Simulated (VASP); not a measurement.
Wanted: the native input for a VASP 6.6.1 run.

- Task: single point
- Functional: PBE
- Potentials or basis: VASP PAW PBE potentials, release 64 (Cd_sv_GW, S)
- Cutoff: 540 eV
- k mesh: 11 × 11 × 6
- Occupations: fermi-dirac, width 0.08 eV
- Spin: no spin polarisation
- Dipole correction: no
- Second run: valence_matched
- Further INCAR settings: ALGO = Normal; EDIFF = 1e-06; NBANDS = 34

The structure of CdS (NiAs type) lies in POSCAR:

```
CdS
1.0
    3.1654100330      0.0000000000      0.0000000000
   -1.5827050165      2.7413255020      0.0000000000
    0.0000000000      0.0000000000      6.0123471007
Cd S
2 2
Direct
    0.0000000000      0.0000000000      0.0000000000
    0.0000000000      0.0000000000      0.5000000000
    0.3333333333      0.6666666667      0.2500000000
    0.6666666667      0.3333333333      0.7500000000
```

One way to write it, as run:

INCAR

```
SYSTEM = CdS
PREC = Accurate
ENCUT = 540
EDIFF = 1E-6
ISMEAR = -1
SIGMA = 0.08
LREAL = .FALSE.
LASPH = .TRUE.
NELM = 120
ALGO = Normal
ISIF = 2
LWAVE = .FALSE.
LCHARG = .TRUE.
GGA = PE
LELF = .TRUE.
LVHAR = .TRUE.
NBANDS = 34
GGA_COMPAT = .FALSE.
```

KPOINTS

```
regular mesh
0
G
  11 11 6
  0 0 0
```

Potentials or basis: VASP PAW PBE potentials, release 64 (Cd_sv_GW, S).

Launch:

```console
$ cat potpaw_PBE.64/Cd_sv_GW/POTCAR potpaw_PBE.64/S/POTCAR > POTCAR
$ mpirun -np 1 vasp_std > vasp.out
```

Results of the run:

* Pressure: 97.9 GPa
* Band gap on the k mesh: zero (band 26 reaches 12.27 eV, above the bottom of band 27 at 12.02 eV)

Run time: 85 s on 1 thread of Intel(R) Xeon(R) Platinum 8488C (Sapphire Rapids), with other jobs on the host, peak memory 0.26 GiB.
